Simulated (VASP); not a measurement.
# Si16O (a cell with a defect): single point with PBE

The system is Si16O (a cell with a defect).

```xyz
17
Lattice="0.0000 5.4300 5.4300 5.4300 0.0000 5.4300 5.4300 5.4300 0.0000" Properties=species:S:1:pos:R:3 pbc="T T T"
Si    0.0193   -0.0145   -0.0087
Si    1.3515    1.3520    1.3647
Si    2.6145    2.7236   -0.0648
Si    3.8404    4.2447    1.2458
Si    2.7229    0.0195    2.7277
Si    4.1023    1.3690    4.0701
Si    5.1734    2.9453    2.6436
Si    6.7111    4.1022    3.9995
Si    0.0780    2.7057    2.7990
Si    1.4437    3.8344    4.3579
Si    2.7318    5.2425    3.0185
Si    4.0650    6.8051    4.0827
Si    2.8490    2.5314    5.6868
Si    4.1510    4.0829    6.8864
Si    5.3916    5.4393    5.4007
Si    6.4788    6.9675    6.7552
O     6.7548    6.0638    8.1244
```

| Quantity | Value |
| --- | --- |
| Program | VASP 6.6.1 |
| Task | single point |
| Functional | PBE |
| Potentials or basis | VASP PAW PBE potentials, release 64 (Si, O) |
| Cutoff | 520 eV |
| k mesh | 2 × 2 × 2 |
| Occupations | fermi-dirac, width 0.05 eV |
| Spin | collinear spin, zero start |
| Starting moments | [0.0, 0.0, 0.0, 0.0, 0.0, 0.0, 0.0, 0.0, 0.0, 0.0, 0.0, 0.0, 0.0, 0.0, 0.0, 0.0, 0.0] μB |
| Dipole correction | no |
| Further INCAR settings | LREAL = Auto; ALGO = Normal; EDIFF = 1e-06; NBANDS = 53 |

```json
{
  "Pressure": "4.4 GPa",
  "Largest force": "0.086 eV/Å",
  "Band gap on the k mesh": "0.49 eV",
  "Net moment": "0.00 μB per cell",
  "Valence electrons inside the program's atomic spheres": "Si 1.68, 1.70, 1.69, 1.72, 1.71 (each value once); O 5.18"
}
```

Forces on the atoms (eV/Å):
```
Si  -0.012  0.006  0.004
Si   0.004 -0.009 -0.016
Si  -0.015 -0.015 -0.002
Si   0.001  0.018  0.007
Si   0.009 -0.002 -0.004
Si   0.007 -0.001 -0.001
Si   0.012 -0.018 -0.020
Si   0.001  0.008  0.015
Si  -0.007 -0.011  0.021
Si   0.011  0.009 -0.034
Si   0.045 -0.069  0.026
Si   0.017  0.009 -0.014
Si  -0.014  0.001 -0.010
Si  -0.004  0.022  0.005
Si   0.007 -0.011 -0.003
Si  -0.013  0.071 -0.027
O   -0.048 -0.007  0.053
```

Stress tensor (GPa, compression positive):
```
 4.25 -1.23  1.54
-1.23  4.57 -1.09
 1.54 -1.09  4.28
```

Levels at points of the mesh, in eV from the valence-band top:
Spin up:
```tsv
k point	band 32	band 33	band 34	band 35	band 36	band 37	band 38	band 39
(0.00, 0.00, 0.00)	-0.92	-0.32	-0.06	0.00	0.49	0.79	0.82	0.99
(0.50, 0.00, 0.00)	-1.22	-0.79	-0.61	-0.55	1.33	1.42	1.59	1.71
(0.00, 0.50, 0.00)	-0.75	-0.67	-0.65	-0.05	1.15	1.46	1.55	1.58
(0.00, 0.00, 0.50)	-1.21	-0.80	-0.62	-0.53	1.31	1.43	1.59	1.71
(0.50, 0.50, 0.50)	-1.22	-0.75	-0.63	-0.56	1.21	1.48	1.60	1.67
(0.50, 0.50, 0.00)	-1.43	-1.26	-1.18	-0.54	1.30	1.47	2.33	2.43
(0.00, 0.50, 0.50)	-1.43	-1.27	-1.18	-0.43	1.26	1.47	2.34	2.40
(0.50, 0.00, 0.50)	-1.36	-1.33	-1.01	-0.93	1.43	1.48	2.31	2.41
```
Spin down:
```
           k point  band 33  band 34  band 35  band 36  band 37  band 38
(0.00, 0.00, 0.00)    -0.32    -0.06     0.00     0.49     0.79     0.82
(0.50, 0.00, 0.00)    -0.79    -0.61    -0.55     1.33     1.42     1.59
(0.00, 0.50, 0.00)    -0.67    -0.65    -0.05     1.15     1.46     1.55
(0.00, 0.00, 0.50)    -0.80    -0.62    -0.53     1.31     1.43     1.59
(0.50, 0.50, 0.50)    -0.75    -0.63    -0.56     1.21     1.48     1.60
(0.50, 0.50, 0.00)    -1.26    -1.18    -0.54     1.30     1.47     2.33
(0.00, 0.50, 0.50)    -1.27    -1.18    -0.43     1.26     1.47     2.34
(0.50, 0.00, 0.50)    -1.33    -1.01    -0.93     1.43     1.48     2.31
```

Wall time 20 min on 1 thread of Intel Xeon 8259CL, with other jobs on the host, peak memory 0.71 GiB.

Caveat: the k points lie up to 0.50 Å⁻¹ apart.
